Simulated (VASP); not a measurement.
# NaCl in VASP: further runs, part 2 of 2

VASP 6.6.1. The steps go on from the part before.

### 4 Single point, r2SCAN (shear xy strain -2.5%)

Contents of POSCAR:

```
NaCl
1.0
   -0.0385909107      3.0872728532      3.0872728532
    3.0872728532     -0.0385909107      3.0872728532
    3.0486819425      3.0486819425      0.0000000000
Na Cl
1 1
Direct
   -0.0028436886     -0.0028436886      0.0028436886
    0.2528436886      0.2528436886      0.2471563114
```

Contents of INCAR.step1:

```
SYSTEM = NaCl
PREC = Accurate
ENCUT = 550
ISMEAR = 0
SIGMA = 0.01
LREAL = .FALSE.
LASPH = .TRUE.
NELM = 120
NBANDS = 14
GGA = PE
ALGO = Normal
EDIFF = 1E-5
LWAVE = .TRUE.
LCHARG = .FALSE.
GGA_COMPAT = .FALSE.
```

Contents of INCAR.step2:

```
SYSTEM = NaCl
PREC = Accurate
ENCUT = 550
EDIFF = 1E-6
ISMEAR = 0
SIGMA = 0.01
LREAL = .FALSE.
LASPH = .TRUE.
NELM = 120
ALGO = Normal
ISIF = 2
LWAVE = .FALSE.
LCHARG = .FALSE.
METAGGA = R2SCAN
LMIXTAU = .TRUE.
NBANDS = 14
ISTART = 1
GGA_COMPAT = .FALSE.
```

Contents of KPOINTS:

```
regular mesh
0
G
  8 8 8
  0 0 0
```

Potentials or basis: VASP PAW PBE potentials, release 64 (Na_pv, Cl).

Started as:

```console
> cat potpaw_PBE.64/Na_pv/POTCAR potpaw_PBE.64/Cl/POTCAR > POTCAR
> cp INCAR.step1 INCAR
> mpirun -np 1 vasp_std > vasp.out
> cp INCAR.step2 INCAR
> mpirun -np 1 vasp_std > vasp.out
```

OUTCAR:

```text
SYSTEM = NaCl
   PREC = Accurate
   ENCUT = 550
   EDIFF = 1E-6
   ISMEAR = 0
   LREAL = .FALSE.
   LASPH = .TRUE.
   NELM = 120
   ISIF = 2
   METAGGA = R2SCAN
   ISTART = 1

 ion  position               nearest neighbor table
   1  0.997  0.997  0.003-   2 2.67   2 2.67   2 2.68   2 2.68
   2  0.253  0.253  0.247-   1 2.67   1 2.67   1 2.68   1 2.68

  LATTYP: Found a body centered orthorhombic cell.
 ALAT       =     4.3114873504
 B/A-ratio  =     1.0253164557
 C/A-ratio  =     1.4321149999

  Lattice vectors:
[... 598 lines left out ...]

  FORCE on cell =-STRESS in cart. coord.  units (eV):
  Direction    XX          YY          ZZ          XY          YZ          ZX
  --------------------------------------------------------------------------------------
  -------------------------------------------------------------------------------------
  Total       -0.0265137     -0.0265137     -0.0370657      0.0467515      0.0000000      0.0000000
  in kB       -0.7219278     -0.7219278     -1.0092430      1.2729716      0.0000000      0.0000000
  external PRESSURE =      -0.8176995 kB  Pullay stress =       0.0000000 kB

 VOLUME and BASIS-vectors are now :
 -----------------------------------------------------------------------------
  energy-cutoff  :      550.00
  volume of cell :       58.84
      direct lattice vectors                 reciprocal lattice vectors
    -0.038590911  3.087272853  3.087272853    -0.159955788  0.159955788  0.161955235
     3.087272853 -0.038590911  3.087272853     0.159955788 -0.159955788  0.161955235
     3.048681943  3.048681943  0.000000000     0.164005301  0.164005301 -0.161955235

 POSITION                                       TOTAL-FORCE (eV/Angst)
 -----------------------------------------------------------------------------------
      3.04868      3.04868      6.15699         0.000000      0.000000     -0.000724
      1.52434      1.52434      1.56119        -0.000000     -0.000000      0.000724
 -----------------------------------------------------------------------------------
    total drift:                               -0.000001     -0.000001     -0.000240

  FREE ENERGIE OF THE ION-ELECTRON SYSTEM (eV)
  ---------------------------------------------------
  free  energy   TOTEN  =       -13.5615489137 eV

  energy  without entropy=      -13.5615489137  energy(sigma->0) =      -13.56154891
```

OUTCAR.step1:

```text
SYSTEM = NaCl
   PREC = Accurate
   ENCUT = 550
   ISMEAR = 0
   LREAL = .FALSE.
   LASPH = .TRUE.
[... 632 lines left out ...]
      3.04868      3.04868      6.15699         0.000000      0.000000     -0.002312
      1.52434      1.52434      1.56119        -0.000000     -0.000000      0.002312
 -----------------------------------------------------------------------------------
    total drift:                               -0.000000     -0.000000     -0.000336

  FREE ENERGIE OF THE ION-ELECTRON SYSTEM (eV)
  ---------------------------------------------------
  free  energy   TOTEN  =        -6.6372298073 eV

  energy  without entropy=       -6.6372298073  energy(sigma->0) =       -6.63722981
```

Wall time 8.1 min (1 thread of Intel Xeon 8259CL, shared host); peak memory 0.25 GiB.

What came out:

| Item | Value |
| --- | --- |
| Free energy | -13.5615 eV |
| Pressure | -0.1 GPa |
| Band gap on the k mesh | 5.53 eV |

Caveat: the cell differs from its parent crystal (shear xy strain -2.5%); the PAW data sets were made with another functional, which shifts forces and pressure a little. A k mesh can miss the band edges.

### 5 Single point, HSE06 (strain -2.5%)

Contents of POSCAR:

```
NaCl
1.0
    0.0000000000      3.0100910318      3.0100910318
    3.0100910318      0.0000000000      3.0100910318
    3.0100910318      3.0100910318      0.0000000000
Na Cl
1 1
Direct
    0.0000000000      0.0000000000      0.0000000000
    0.2500000000      0.2500000000      0.2500000000
```

Contents of INCAR.step1:

```
SYSTEM = NaCl
PREC     = Accurate       ! precision mode
ENCUT    = 400            ! plane-wave cutoff, eV
EDIFF    = 1E-5           ! SCF threshold, eV
ISMEAR   = 0              ! smearing method
SIGMA    = 0.01           ! smearing width, eV
LREAL    = .FALSE.        ! projectors in reciprocal space
LASPH    = .TRUE.         ! aspherical terms in the spheres
NELM     = 120            ! most SCF steps
ALGO     = Normal         ! electronic algorithm
ISIF     = 2              ! what is computed and relaxed
LWAVE    = .TRUE.         ! write WAVECAR
GGA      = PE             ! functional
NBANDS   = 14             ! bands
GGA_COMPAT= .FALSE.
```

Contents of INCAR.step2:

```
SYSTEM = NaCl
PREC     = Accurate       ! precision mode
ENCUT    = 400            ! plane-wave cutoff, eV
EDIFF    = 1E-6           ! SCF threshold, eV
ISMEAR   = 0              ! smearing method
SIGMA    = 0.01           ! smearing width, eV
LREAL    = .FALSE.        ! projectors in reciprocal space
LASPH    = .TRUE.         ! aspherical terms in the spheres
NELM     = 120            ! most SCF steps
ALGO     = Normal         ! electronic algorithm
ISIF     = 2              ! what is computed and relaxed
LWAVE    = .FALSE.        ! write WAVECAR
LCHARG   = .TRUE.         ! write CHGCAR
GGA      = PE             ! functional
LHFCALC  = .TRUE.         ! exact exchange
HFSCREEN = 0.2079         ! screening, 1/A
PRECFOCK = Normal       
LELF     = .TRUE.         ! ELF
LVHAR    = .TRUE.       
ISTART   = 1            
NBANDS   = 14             ! bands
GGA_COMPAT= .FALSE.
```

Contents of KPOINTS:

```
regular mesh
0
G
  6 6 6
  0 0 0
```

Potentials or basis: VASP PAW PBE potentials, release 64 (Na_pv, Cl).

Started as:

```console
> cat potpaw_PBE.64/Na_pv/POTCAR potpaw_PBE.64/Cl/POTCAR > POTCAR
> cp INCAR.step1 INCAR
> mpirun -np 1 vasp_std > vasp.out
> cp INCAR.step2 INCAR
> mpirun -np 1 vasp_std > vasp.out
```

OUTCAR:

```text
SYSTEM = NaCl
   PREC = Accurate
   ENCUT = 400
   EDIFF = 1E-6
   ISMEAR = 0
   LREAL = .FALSE.
   LASPH = .TRUE.
   NELM = 120
   ISIF = 2
   GGA = PE
   LHFCALC = .TRUE.
   HFSCREEN = 0.2079
   PRECFOCK = Normal
   ISTART = 1

 ion  position               nearest neighbor table
   1  0.000  0.000  0.000-   2 2.61   2 2.61   2 2.61   2 2.61
   2  0.250  0.250  0.250-   1 2.61   1 2.61   1 2.61   1 2.61

  LATTYP: Found a face centered cubic cell.
 ALAT       =     6.0201820636

[... 457 lines left out ...]

------------------------ aborting loop because EDIFF is reached ----------------------------------------

  FORCE on cell =-STRESS in cart. coord.  units (eV):
  Direction    XX          YY          ZZ          XY          YZ          ZX
  --------------------------------------------------------------------------------------
  -------------------------------------------------------------------------------------
  Total        0.6817919      0.6817919      0.6817919     -0.0000000     -0.0000000      0.0000000
  in kB       20.0259674     20.0259674     20.0259674     -0.0000000     -0.0000000      0.0000000
  external PRESSURE =      20.0259674 kB  Pullay stress =       0.0000000 kB

 VOLUME and BASIS-vectors are now :
 -----------------------------------------------------------------------------
  energy-cutoff  :      400.00
  volume of cell :       54.55
      direct lattice vectors                 reciprocal lattice vectors
     0.000000000  3.010091032  3.010091032    -0.166107933  0.166107933  0.166107933
     3.010091032  0.000000000  3.010091032     0.166107933 -0.166107933  0.166107933
     3.010091032  3.010091032  0.000000000     0.166107933  0.166107933 -0.166107933

 POSITION                                       TOTAL-FORCE (eV/Angst)
 -----------------------------------------------------------------------------------
      0.00000      0.00000      0.00000         0.000000     -0.000000     -0.000000
      1.50505      1.50505      1.50505        -0.000000      0.000000      0.000000
 -----------------------------------------------------------------------------------
    total drift:                               -0.000003     -0.000007     -0.000005

  FREE ENERGIE OF THE ION-ELECTRON SYSTEM (eV)
  ---------------------------------------------------
  free  energy   TOTEN  =        -7.6926225284 eV

  energy  without entropy=       -7.6926225284  energy(sigma->0) =       -7.69262253
```

OUTCAR.step1:

```text
SYSTEM = NaCl
   PREC = Accurate
   ENCUT = 400
   EDIFF = 1E-5
   ISMEAR = 0
   LREAL = .FALSE.
   LASPH = .TRUE.
[... 482 lines left out ...]
      0.00000      0.00000      0.00000        -0.000000     -0.000000     -0.000000
      1.50505      1.50505      1.50505         0.000000      0.000000      0.000000
 -----------------------------------------------------------------------------------
    total drift:                               -0.000000     -0.000000      0.000000

  FREE ENERGIE OF THE ION-ELECTRON SYSTEM (eV)
  ---------------------------------------------------
  free  energy   TOTEN  =        -6.5952023449 eV

  energy  without entropy=       -6.5952023449  energy(sigma->0) =       -6.59520234
```

It took 31 min on 1 thread of Intel Xeon 8259CL, shared host; peak memory 0.26 GiB.

Results:

| Property | Result |
| --- | --- |
| Free energy | -7.6926 eV |
| Pressure | 2.0 GPa |
| Band gap on the k mesh | 6.44 eV |

Levels at points of the mesh, in eV from the valence-band top:
| k point | band 3 | band 4 | band 5 | band 6 | band 7 | band 8 | band 9 | band 10 | band 11 | band 12 |
| --- | --- | --- | --- | --- | --- | --- | --- | --- | --- | --- |
| (0.00, 0.00, 0.00) | -22.44 | -13.36 | 0.00 | 0.00 | 0.00 | 6.44 | 13.00 | 13.00 | 13.00 | 14.84 |
| (0.50, 0.00, 0.00) | -22.44 | -13.16 | -1.25 | -0.11 | -0.11 | 9.21 | 10.67 | 12.31 | 12.31 | 16.37 |
| (0.50, 0.50, 0.00) | -22.45 | -13.10 | -1.14 | -0.36 | -0.36 | 8.36 | 10.60 | 12.81 | 15.29 | 15.29 |

Caveat: the cell differs from its parent crystal (strain -2.5%); the PAW data sets were made with another functional, which shifts forces and pressure a little.

### 6 The runs side by side

```tsv
level	cell	k mesh	cutoff (eV)	smearing	grid for exact exchange (PRECFOCK)	share of exact exchange	screening parameter	gap on the mesh (eV)	pressure (GPa)
r2SCAN	a = 4.366 Å, angles 60.0°, 2 atoms, atomic positions A	8 × 8 × 8	550	gaussian 0.01 eV	-	-	-	5.57	-0.1
PBE	a = 4.366, b = 4.366, c = 4.311 Å, angles 60.4, 60.4, 60.8°, 2 atoms, atomic positions B	8 × 8 × 8	500	fermi-dirac 0.02 eV	-	-	-	4.91	0.7
r2SCAN	a = 4.366, b = 4.366, c = 4.311 Å, angles 60.4, 60.4, 60.8°, 2 atoms, atomic positions B	8 × 8 × 8	550	gaussian 0.01 eV	-	-	-	5.53	-0.1
HSE06	a = 4.257 Å, angles 60.0°, 2 atoms, atomic positions A	6 × 6 × 6	400	gaussian 0.01 eV	Normal	0.25	0.2079 1/Å	6.44	2.0
```

Alike in all rows: task single point; potentials or basis VASP PAW PBE potentials, release 64 (Na_pv, Cl); no spin polarisation.

Caveats: the PAW data sets were made with another functional, which shifts forces and pressure a little (at least some runs).

Absolute energies hang on the potentials; compare differences alone.
